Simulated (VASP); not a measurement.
A run of VASP 6.6.1 is set up as follows.

The input INCAR:

```
PREC = Accurate
ENCUT = 520
EDIFF = 1E-6
ISMEAR = 0
SIGMA = 0.01
LREAL = False
LASPH = True
NELM = 100
ALGO = Normal
ISIF = 2
LWAVE = False
LCHARG = False
GGA = PE
NBANDS = 24
```

Contents of KPOINTS:

```
Automatic mesh
0
Gamma
  6 6 4
```

The input POSCAR:

```
KBr
1.0
    4.7334370292      0.0000000000      0.0000000000
   -2.3667185146      4.0992767145      0.0000000000
    0.0000000000      0.0000000000      8.2666862209
K Br
2 2
Direct
    0.0000000000      0.0000000000      0.0000000000
    0.0000000000      0.0000000000      0.5000000000
    0.3333333333      0.6666666667      0.2500000000
    0.6666666667      0.3333333333      0.7500000000
```

Potentials or basis: VASP PAW PBE potentials, release 64 (K_sv, Br).

The run is started by

```sh
$ cat potpaw_PBE.64/K_sv/POTCAR potpaw_PBE.64/Br/POTCAR > POTCAR
$ mpirun -np 1 vasp_std > vasp.out
```

Q: Predict the band gap on the k mesh.

A: 4.10 eV.

Q: Estimate the pressure.

A: -0.7 GPa.

A k mesh can miss the band edges.
